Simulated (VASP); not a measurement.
A run of VASP 6.6.1 is set up as follows.

File INCAR:

```
  PREC = Accurate
  ENCUT = 520
  EDIFF = 1E-6
  ISMEAR = -1
  SIGMA = 0.1
  LREAL = False
  LASPH = True
  NELM = 80
  ALGO = Normal
  ISIF = 2
  LWAVE = False
  LCHARG = False
  GGA = PS
  NBANDS = 11
```

The input KPOINTS:

```
regular mesh
0
Gamma
  26 26 26
```

The input POSCAR:

```
Ni
1.0
    0.0000000000      1.6822447297      1.6822447297
    1.6822447297      0.0000000000      1.6822447297
    1.6822447297      1.6822447297      0.0000000000
Ni
1
Direct
    0.0000000000      0.0000000000      0.0000000000
```

Potentials or basis: VASP PAW PBE potentials, release 64 (Ni).

Launch:

```sh
$ cat potpaw_PBE.64/Ni/POTCAR > POTCAR
$ mpirun -np 1 vasp_std > vasp.out
```

Task: Estimate the pressure.

Result: 23.5 GPa.

Task: What does it give for the band gap on the k mesh?

Result: Zero (band 5 reaches 11.27 eV, above the bottom of band 6 at 10.09 eV).

Caveat: the PAW data sets were made with another functional, which shifts forces and pressure a little; the run has no spin polarisation, though such a crystal can be magnetic. Spin polarisation is off, so any magnetic state and its effect on volume and gap are missing.
